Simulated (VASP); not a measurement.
Runs of VASP 6.6.1 on MnAs. The structure is that of space group P6_3/mmc (No. 194), or close to it. The cells are those of the table. 

| level | potentials or basis | spin | U | cell | k mesh | cutoff (eV) | gap on the mesh (eV) | pressure (GPa) | moment (μB) |
| --- | --- | --- | --- | --- | --- | --- | --- | --- | --- |
| PBEsol | VASP PAW PBE potentials, release 64 (As, Mn_pv) | collinear, ferromagnetic start | - | a = 3.710, b = 3.710, c = 5.691 Å, angles 90.0, 90.0, 120.0°, 4 atoms | 8 × 8 × 5 | 520 | none | -8.5 | 6.22 |
| PBEsol+U | VASP PAW PBE potentials, release 64 (As_d, Mn_sv) | collinear, ferromagnetic start | Mn d U = 8.0 eV | a = 3.898, b = 3.898, c = 6.200 Å, angles 90.0, 90.0, 120.0°, 4 atoms | 8 × 8 × 5 | 680 | none | (c) | (b) |
| PBE | VASP PAW PBE potentials, release 64 (As, Mn_pv) | non-collinear, typed start, SOC | - | a = 3.710, b = 3.710, c = 5.691 Å, angles 90.0, 90.0, 120.0°, 4 atoms | 6 × 6 × 4 | 520 | - | -3.5 | 6.24 |
| PBEsol+U | VASP PAW PBE potentials, release 64 (As_d, Mn_sv) | collinear, ferromagnetic start | Mn d U = 5.0 eV | a = 3.833, b = 3.833, c = 6.024 Å, angles 90.0, 90.0, 120.0°, 4 atoms | 8 × 8 × 5 | 680 | none | -1.7 | 8.06 |
| PBEsol | VASP PAW PBE potentials, release 64 (As, Mn_pv) | collinear, antiferromagnetic start | - | a = 3.710, b = 3.710, c = 5.691 Å, angles 90.0, 90.0, 120.0°, 4 atoms | 8 × 8 × 5 | 520 | none | -10.5 | 0.00 |
| PBEsol | VASP PAW PBE potentials, release 64 (As, Mn_pv) | off | - | a = 3.710, b = 3.710, c = 5.691 Å, angles 90.0, 90.0, 120.0°, 4 atoms | 8 × 8 × 5 | 520 | none | -24.1 | - |
| PBEsol | VASP PAW PBE potentials, release 64 (As, Mn_pv) | collinear, ferrimagnetic start | - | a = 3.710, b = 3.710, c = 5.691 Å, angles 90.0, 90.0, 120.0°, 4 atoms | 8 × 8 × 5 | 520 | none | -10.5 | 0.00 |
| PBEsol+U | VASP PAW PBE potentials, release 64 (As_d, Mn_sv) | collinear, ferromagnetic start | Mn d U = 6.0 eV | a = 3.854, b = 3.854, c = 6.089 Å, angles 90.0, 90.0, 120.0°, 4 atoms | 8 × 8 × 5 | 680 | none | (a) | 8.09 |

Alike in all rows: task single point; smearing fermi-dirac 0.05 eV.

Q: Fill in the values left out.

A: (a) -1.9; (b) 8.14; (c) -2.3.

Caveats: the PAW data sets were made with another functional, which shifts forces and pressure a little (at least some runs); the cell stands under tension (at least some runs); the run started ferromagnetic, and an antiferromagnetic order may lie lower in energy (at least some runs); the U is typed as a test and isn't derived for this compound (at least some runs); the antiferromagnetic order is the one typed at the start, and another may lie lower (at least some runs).

A k mesh can miss the band edges, and rows without SOC leave out spin-orbit coupling on As.

A gap of «none» marks levels without a gap at the run's occupations.

The runs don't all hold the same shells in valence.
